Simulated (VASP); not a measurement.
# Au in VASP: notebook

The runs below take Au through single point, with r2SCAN, PBEsol.

Everything below comes from runs of VASP 6.6.1. Logs are shortened: lines on timing, memory, paths and dates and some standing lists are left out, and cuts for length are marked.

### Step 1. The cell of the first run

It takes space group Cmcm (No. 63, orthorhombic). Conventional cell: a = 2.823 Å, b = 5.112 Å, c = 4.893 Å, α = 90.00°, β = 90.00°, γ = 90.00°. Within 3.7 Å of Au (site symmetry m2m) lie 12 Au at 2.82 to 2.97 Å.

### Step 2. Single point, r2SCAN

POSCAR reads:

```
Au
1.0
    1.4113099650     -2.5559330250      0.0000000000
    1.4113099650      2.5559330250      0.0000000000
    0.0000000000      0.0000000000      4.8931696100
Au
2
Direct
    0.3346720300      0.6653279700      0.2500000000
    0.6653279700      0.3346720300      0.7500000000
```

INCAR.step1 reads:

```
SYSTEM = Au
PREC = Accurate
ENCUT = 520
ISMEAR = -1
SIGMA = 0.05
LREAL = .FALSE.
LASPH = .TRUE.
NELM = 100
NBANDS = 18
GGA = PE
ALGO = Normal
EDIFF = 1E-4
LWAVE = .TRUE.
LCHARG = .FALSE.
```

INCAR.step2 reads:

```
SYSTEM = Au
PREC = Accurate
ENCUT = 520
EDIFF = 1E-6
ISMEAR = -1
SIGMA = 0.05
LREAL = .FALSE.
LASPH = .TRUE.
NELM = 100
ALGO = Normal
ISIF = 2
LWAVE = .FALSE.
LCHARG = .FALSE.
METAGGA = R2SCAN
LMIXTAU = .TRUE.
NBANDS = 18
ISTART = 1
```

KPOINTS reads:

```
regular mesh
0
G
  11 11 6
  0 0 0
```

Potentials or basis: VASP PAW PBE potentials, release 64 (Au).

Launch:

```
$ cat potpaw_PBE.64/Au/POTCAR > POTCAR
$ cp INCAR.step1 INCAR
$ mpirun -np 1 vasp_std > vasp.out
$ cp INCAR.step2 INCAR
$ mpirun -np 1 vasp_std > vasp.out
```

OUTCAR:

```text
SYSTEM = Au
   PREC = Accurate
   ENCUT = 520
   EDIFF = 1E-6
   ISMEAR = -1
   LREAL = .FALSE.
   LASPH = .TRUE.
   NELM = 100
   ISIF = 2
   METAGGA = R2SCAN
   ISTART = 1

 ion  position               nearest neighbor table
   1  0.335  0.665  0.250-   2 2.95   2 2.95   2 2.95   2 2.95   2 2.97   2 2.97
   2  0.665  0.335  0.750-   1 2.95   1 2.95   1 2.95   1 2.95   1 2.97   1 2.97

  LATTYP: Found a base centered orthorhombic cell.
 ALAT       =     2.8226199300
 B/A-ratio  =     1.8110359088
 C/A-ratio  =     1.7335559627

  Lattice vectors:

 A1 = (   1.4113099650,  -2.5559330250,   0.0000000000)
 A2 = (   1.4113099650,   2.5559330250,   0.0000000000)
 A3 = (   0.0000000000,   0.0000000000,   4.8931696100)

Analysis of symmetry for initial positions (statically):
=====================================================================
 Subroutine PRICEL returns:
 Original cell was already a primitive cell.

 Routine SETGRP: Setting up the symmetry group for a
 base centered orthorhombic supercell.

 Subroutine GETGRP returns: Found  8 space group operations
 (whereof  4 operations were pure point group operations)
 out of a pool of  8 trial point group operations.

The static configuration has the point symmetry C_2h.
 The point group associated with its full space group is D_2h.

Analysis of symmetry for dynamics (positions and initial velocities):
=====================================================================
 Subroutine PRICEL returns:
 Original cell was already a primitive cell.

 Routine SETGRP: Setting up the symmetry group for a
 base centered orthorhombic supercell.

 Subroutine GETGRP returns: Found  8 space group operations
 (whereof  4 operations were pure point group operations)
 out of a pool of  8 trial point group operations.

The dynamic configuration has the point symmetry C_2h.
 The point group associated with its full space group is D_2h.

 Subroutine INISYM returns: Found  8 space group operations
 (whereof  4 operations are pure point group operations),
 and found     1 'primitive' translations

----------------------------------------------------------------------------------------

                                     Primitive cell

  volume of cell :      35.3014

  direct lattice vectors                    reciprocal lattice vectors
     1.411309965 -2.555933025  0.000000000     0.354280783 -0.195623279  0.000000000
     1.411309965  2.555933025  0.000000000     0.354280783  0.195623279  0.000000000
     0.000000000  0.000000000  4.893169610     0.000000000  0.000000000  0.204366511

  length of vectors
     2.919689957  2.919689957  4.893169610     0.404701545  0.404701545  0.204366511

  position of ions in fractional coordinates (direct lattice)
     0.334672030  0.665327970  0.250000000
     0.665327970  0.334672030  0.750000000

  ion indices of the primitive-cell ions
   primitive index   ion index
                 1           1
                 2           2

----------------------------------------------------------------------------------------

 KPOINTS: regular mesh

Automatic generation of k-mesh.
 Grid dimensions read from file:
 generate k-points for:   11   11    6

 Generating k-lattice:

  Cartesian coordinates                     Fractional coordinates (reciprocal lattice)
     0.032207344 -0.017783934  0.000000000     0.090909091  0.000000000  0.000000000
     0.032207344  0.017783934  0.000000000     0.000000000  0.090909091  0.000000000
     0.000000000  0.000000000  0.034061085     0.000000000  0.000000000  0.166666667

  Length of vectors
     0.036791050  0.036791050  0.034061085

  Shift w.r.t. Gamma in fractional coordinates (k-lattice)
     0.000000000  0.000000000  0.000000000

 Subroutine IBZKPT returns following result:
 ===========================================

 Found    144 irreducible k-points:

 Following reciprocal coordinates:
            Coordinates               Weight
  0.000000  0.000000  0.000000      1.000000
  0.090909  0.000000  0.000000      4.000000
  0.181818 -0.000000  0.000000      4.000000
  0.272727  0.000000  0.000000      4.000000
  0.363636  0.000000  0.000000      4.000000
  0.454545 -0.000000  0.000000      4.000000
[... 16 lines left out ...]
 -0.272727  0.181818  0.000000      4.000000
 -0.181818  0.181818  0.000000      2.000000
 [... further k-points ...]
   k-points           NKPTS =    144   k-points in BZ     NKDIM =    144   number of bands    NBANDS=     18
   number of dos      NEDOS =    301   number of ions     NIONS =      2
   total plane-waves  NPLWV =  20736
   dimension x,y,z NGX =    24 NGY =   24 NGZ =   36
   dimension x,y,z NGXF=    48 NGYF=   48 NGZF=   72
   ions per type =               2
   NGX,Y,Z   is equivalent  to a cutoff of  13.67, 13.67, 12.23 a.u.
   NGXF,Y,Z  is equivalent  to a cutoff of  27.33, 27.33, 24.46 a.u.
 SYSTEM =  Au
   PREC   = accura    normal or accurate (medium, high low for compatibility)
   ISTART =      1    job   : 0-new  1-cont  2-samecut
   ICHARG =      0    charge: 1-file 2-atom 10-const
   ISPIN  =      1    spin polarized calculation?
   LNONCOLLINEAR =      F non collinear calculations
   LSORBIT =      F    spin-orbit coupling
   LASPH  =      T    aspherical Exc in radial PAW
   ENCUT  =  520.0 eV  38.22 Ry    6.18 a.u.   5.43  5.43  9.10*2*pi/ulx,y,z
   NELM   =    100;   NELMIN=  2; NELMDL=  0     # of ELM steps
   EDIFF  = 0.1E-05   stopping-criterion for ELM
   LREAL  =      F    real-space projection
   EDIFFG = 0.1E-04   stopping-criterion for IOM
   NSW    =      0    number of steps for IOM
   IBRION =     -1    ionic relax: 0-MD 1-quasi-New 2-CG
   NFREE  =      0    steps in history (QN), initial steepest desc. (CG)
   ISIF   =      2    stress and relaxation
   ISYM   =      2    0-nonsym 1-usesym 2-fastsym
   POTIM  = 0.5000    time-step for ionic-motion
   TEBEG  =    0.0;   TEEND  =   0.0 temperature during run
   PSTRESS=    0.0 pullay stress
   NELECT =      22.0000    total number of electrons
   NUPDOWN=      -1.0000    fix difference up-down
   EMIN   =  10.00;   EMAX   =-10.00  energy-range for DOS
   EFERMI =   0.00;   METHOD = LEGACY
   ISMEAR =    -1;   SIGMA  =   0.05  broadening in eV -4-tet -1-fermi 0-gaus
   EFERMI_NEDOS =   21; number of points for ismear=-14 and -15
   IALGO  =     38    algorithm
   IMIX   =      4    mixing-type and parameters
     AMIX     =   0.40;   BMIX     =  1.00
     AMIX_MAG =   1.60;   BMIX_MAG =  1.00
  volume/ion in A,a.u.               =      17.65       119.11
  Fermi-wavevector in a.u.,A,eV,Ry     =   1.398358  2.642513 26.604898  1.955405
  Thomas-Fermi vector in A             =   2.521524
   LORBIT       =      0    0 simple, 1 ext, 2 COOP (PROOUT), +10 PAW based schemes
   METAGGA = R2SCAN    functional components
   LHFCALC =     F    Hartree Fock is set to
   AEXX    =    0.0000 exact exchange contribution
   IVDW    =     0    specifies the selected vdW correction
   LEPSILON=     F    determine dielectric tensor
   LRPA    =     F    only Hartree local field effects (RPA)
 non-spin polarized calculation
  energy-cutoff  :      520.00
  volume of cell :       35.30
 maximum number of plane-waves:       966
 NGX is ok and might be reduce to    24
   NGX = 11   NGY = 11   NGZ = 19

 number of electron      21.9999996 magnetization

 Free energy of the ion-electron system (eV)
  ---------------------------------------------------
  ext. energy  EPLUGINS =         0.00000000
  ---------------------------------------------------
  free energy    TOTEN  =      -101.17317989 eV

  energy without entropy =     -101.16621871  energy(sigma->0) =     -101.16969930

 E-fermi :   8.7129     XC(G=0): -13.3752

 val. band max:        8.7004822056   @ k =   0.1818   0.1818   0.3333
 cond. band min:       8.7308642256   @ k =  -0.1818   0.1818   0.1667
 fundamental gap:      0.0303820200
 Fermi energy:         8.7128981779

 k-point     1 :       0.0000    0.0000    0.0000
  band No.  band energies     occupation
      1      -0.9590      2.00000
      2       1.3566      2.00000
      3       3.7414      2.00000
      4       3.8015      2.00000
      5       4.1377      2.00000
      6       4.3883      2.00000
[... 10 lines left out ...]
     17      27.4455      0.00000
     18      28.4198      0.00000

 k-point     2 :       0.0909    0.0000    0.0000
  band No.  band energies     occupation
      1      -0.6853      2.00000
      2       1.5844      2.00000
      3       3.7029      2.00000
      4       3.9981      2.00000
      5       4.2120      2.00000
      6       4.4030      2.00000
[... 10 lines left out ...]
     17      26.5521      0.00000
     18      27.3798      0.00000

 k-point     3 :       0.1818   -0.0000    0.0000
  band No.  band energies     occupation
      1       0.0801      2.00000
      2       2.1268      2.00000
      3       3.5796      2.00000
      4       4.1058      2.00000
      5       4.1706      2.00000
      6       4.4840      2.00000
[... 10 lines left out ...]
     17      26.0529      0.00000
     18      26.8623      0.00000

 k-point     4 :       0.2727    0.0000    0.0000
  band No.  band energies     occupation
      1       1.0952      2.00000
      2       2.3683      2.00000
      3       3.3424      2.00000
      4       3.7959      2.00000
      5       4.0025      2.00000
      6       4.4169      2.00000
[... 10 lines left out ...]
     17      24.8775      0.00000
     18      26.1819      0.00000

 k-point     5 :       0.3636    0.0000    0.0000
  band No.  band energies     occupation
      1       1.7857      2.00000
      2       2.1494      2.00000
      3       2.7507      2.00000
      4       4.1682      2.00000
      5       4.1876      2.00000
      6       4.4767      2.00000
[... 10 lines left out ...]
     17      22.6369      0.00000
     18      24.9180      0.00000

 k-point     6 :       0.4545   -0.0000    0.0000
  band No.  band energies     occupation
      1       1.9195      2.00000
      2       1.9914      2.00000
      3       2.4479      2.00000
      4       4.0244      2.00000
      5       4.3423      2.00000
      6       4.5737      2.00000
[... 10 lines left out ...]
     17      21.1921      0.00000
     18      24.2033      0.00000

 k-point     7 :       0.0909    0.0909    0.0000
  band No.  band energies     occupation
      1      -0.1433      2.00000
      2       2.0039      2.00000
      3       3.6609      2.00000
      4       4.3037      2.00000
      5       4.3998      2.00000
      6       4.4116      2.00000
[... 10 lines left out ...]
     17      26.1081      0.00000
     18      27.2701      0.00000

 k-point     8 :       0.1818    0.0909    0.0000
  band No.  band energies     occupation
      1       0.7936      2.00000
      2       2.5099      2.00000
      3       3.4718      2.00000
      4       3.6276      2.00000
      5       4.0482      2.00000
      6       4.3359      2.00000
[... 10 lines left out ...]
     17      26.5568      0.00000
     18      26.7975      0.00000
[... 229 lines left out ...]
     17      21.3112      0.00000
     18      23.0539      0.00000

 k-point    20 :       0.4545    0.1818    0.0000
  band No.  band energies     occupation
      1       2.5258      2.00000
      2       2.5590      2.00000
      3       2.5604      2.00000
      4       3.9083      2.00000
      5       4.2352      2.00000
      6       4.2858      2.00000
[... 10 lines left out ...]
     17      21.4910      0.00000
     18      22.9568      0.00000

 k-point    21 :      -0.4545    0.1818    0.0000
  band No.  band energies     occupation
      1       2.3764      2.00000
      2       2.7240      2.00000
      3       2.8072      2.00000
      4       3.6036      2.00000
      5       3.9338      2.00000
      6       4.4082      2.00000
[... 10 lines left out ...]
     17      23.2385      0.00000
     18      23.5937      0.00000

 k-point    22 :      -0.3636    0.1818    0.0000
  band No.  band energies     occupation
      1       1.6200      2.00000
      2       2.8527      2.00000
      3       3.1051      2.00000
      4       3.2253      2.00000
      5       4.0069      2.00000
      6       4.0789      2.00000
[... 10 lines left out ...]
     17      24.3688      0.00000
     18      25.3768      0.00000

 k-point    23 :      -0.2727    0.1818    0.0000
  band No.  band energies     occupation
      1       0.6478      2.00000
      2       2.3373      2.00000
      3       3.3520      2.00000
      4       3.7186      2.00000
      5       3.8054      2.00000
      6       4.4348      2.00000
[... 10 lines left out ...]
     17      25.7542      0.00000
     18      26.6125      0.00000

 k-point    24 :      -0.1818    0.1818    0.0000
  band No.  band energies     occupation
      1      -0.0100      2.00000
      2       1.9908      2.00000
      3       3.4256      2.00000
      4       3.7989      2.00000
      5       4.1694      2.00000
      6       4.5136      2.00000
[... 10 lines left out ...]
     17      26.1200      0.00000
     18      26.3971      0.00000

 [... further k-points ...]
[... 5 lines left out ...]
  --------------------------------------------------------------------------------------
  -------------------------------------------------------------------------------------
  Total        0.5614272     -0.3808213     -0.2483750      0.0000000     -0.0000000      0.0000000
  in kB       25.4807334    -17.2838195    -11.2726585      0.0000000     -0.0000000      0.0000000
  external PRESSURE =      -1.0252482 kB  Pullay stress =       0.0000000 kB

 VOLUME and BASIS-vectors are now :
 -----------------------------------------------------------------------------
  energy-cutoff  :      520.00
  volume of cell :       35.30
      direct lattice vectors                 reciprocal lattice vectors
     1.411309965 -2.555933025  0.000000000     0.354280783 -0.195623279  0.000000000
     1.411309965  2.555933025  0.000000000     0.354280783  0.195623279  0.000000000
     0.000000000  0.000000000  4.893169610     0.000000000  0.000000000  0.204366511

 POSITION                                       TOTAL-FORCE (eV/Angst)
 -----------------------------------------------------------------------------------
      1.41131      0.84513      1.22329         0.000000     -0.013379     -0.000000
      1.41131     -0.84513      3.66988         0.000000      0.013379      0.000000
 -----------------------------------------------------------------------------------
    total drift:                               -0.000000     -0.000000     -0.000000

  FREE ENERGIE OF THE ION-ELECTRON SYSTEM (eV)
  ---------------------------------------------------
  free  energy   TOTEN  =      -101.1731798860 eV

  energy  without entropy=     -101.1662187053  energy(sigma->0) =     -101.16969930
```

Wall time 2 min (1 thread of Intel Xeon Platinum 8488C (Sapphire Rapids), shared host); peak memory 0.21 GiB.

Results:

| Quantity | Value |
| --- | --- |
| Free energy | -101.1732 eV |
| Pressure | -0.1 GPa |
| Largest force | 0.013 eV/Å |
| Band gap on the k mesh | zero (band 11 reaches 12.62 eV, above the bottom of band 12 at 6.00 eV) |

Forces in eV/Å, atoms in the order of the input:
```
Au   0.000 -0.013  0.000
Au   0.000  0.013  0.000
```

Stress tensor (GPa, compression positive):
```
 2.55  0.00  0.00
 0.00 -1.73  0.00
 0.00  0.00 -1.13
```

Caveat: the PAW data sets were made with another functional, which shifts forces and pressure a little; spin-orbit coupling is left out, which moves the levels of the heavy elements.

(Part 1 of 2 ends here.)
